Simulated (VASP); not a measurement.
## C: single point with PBE

C:

```xyz
2
Lattice="0.0000 1.7677 1.7677 1.7677 0.0000 1.7677 1.7677 1.7677 0.0000" Properties=species:S:1:pos:R:3 pbc="T T T"
C     0.0000    0.0000    0.0000
C     0.8838    0.8838    0.8838
```

This cell differs from its parent crystal: volume scaled by 0.97.

```json
{
 "Program": "VASP 6.6.1",
 "Task": "single point",
 "Functional": "PBE",
 "Potentials or basis": "VASP PAW PBE potentials, release 64 (C)",
 "Cutoff": "520 eV",
 "k mesh": "12 × 12 × 12",
 "Occupations": "gaussian, width 0.02 eV",
 "Spin": "no spin polarisation",
 "Dipole correction": "no",
 "Further INCAR settings": "ALGO = Normal; EDIFF = 1e-06; NBANDS = 11"
}
```

| Quantity | Value |
| --- | --- |
| Pressure | 14.8 GPa |
| Band gap on the k mesh | 4.21 eV, indirect (least direct gap 5.66 eV) |

Levels at points of the mesh, in eV from the valence-band top:
| k point | band 1 | band 2 | band 3 | band 4 | band 5 | band 6 | band 7 | band 8 | band 9 |
| --- | --- | --- | --- | --- | --- | --- | --- | --- | --- |
| (0.00, 0.00, 0.00) | -21.84 | 0.00 | 0.00 | 0.00 | 5.66 | 5.66 | 5.66 | 13.94 | 19.64 |
| (0.50, 0.00, 0.00) | -15.91 | -13.67 | -2.87 | -2.87 | 8.57 | 8.57 | 9.21 | 15.94 | 22.28 |
| (0.50, 0.50, 0.00) | -12.95 | -12.95 | -6.46 | -6.46 | 4.81 | 4.81 | 17.22 | 17.22 | 23.74 |

It took 5.5 s on 1 thread of Intel(R) Xeon(R) Platinum 8559C (Emerald Rapids) (shared host), peak memory 0.12 GiB.

 A k mesh can miss the band edges.
